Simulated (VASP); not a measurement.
A run of VASP 6.6.1:

File INCAR:

```
PREC = Accurate ; ENCUT = 520
EDIFF = 1E-7 ; ISMEAR = -1
SIGMA = 0.08 ; LREAL = F
LASPH = T ; NELM = 100
ALGO = Normal ; ISIF = 2
LWAVE = F ; LCHARG = F
GGA = PE ; NBANDS = 10
```

File KPOINTS:

```
Automatic mesh
0
Gamma
  9 9 9
```

POSCAR

```
Rb
1.0
    4.1009540512      0.0000000000      0.0000000000
    0.0000000000      4.1009540512      0.0000000000
    0.0000000000      0.0000000000      4.1009540512
Rb
1
Direct
    0.0000000000      0.0000000000      0.0000000000
```

Potentials or basis: VASP PAW PBE potentials, release 64 (Rb_sv).

Command:

```console
$ cat potpaw_PBE.64/Rb_sv/POTCAR > POTCAR
$ mpirun -np 1 vasp_std > vasp.out
```

Hardware: 1 thread of Intel(R) Xeon(R) Platinum 8259CL CPU @ 2.50GHz (Skylake/Cascade Lake), on a shared host.

Question: Estimate the wall time of this run.

Answer: It took 10 s on 1 thread of Intel(R) Xeon(R) Platinum 8259CL CPU @ 2.50GHz (Skylake/Cascade Lake), on a shared host, peak memory 0.17 GiB. Counts: scf iterations 11, k points 35.
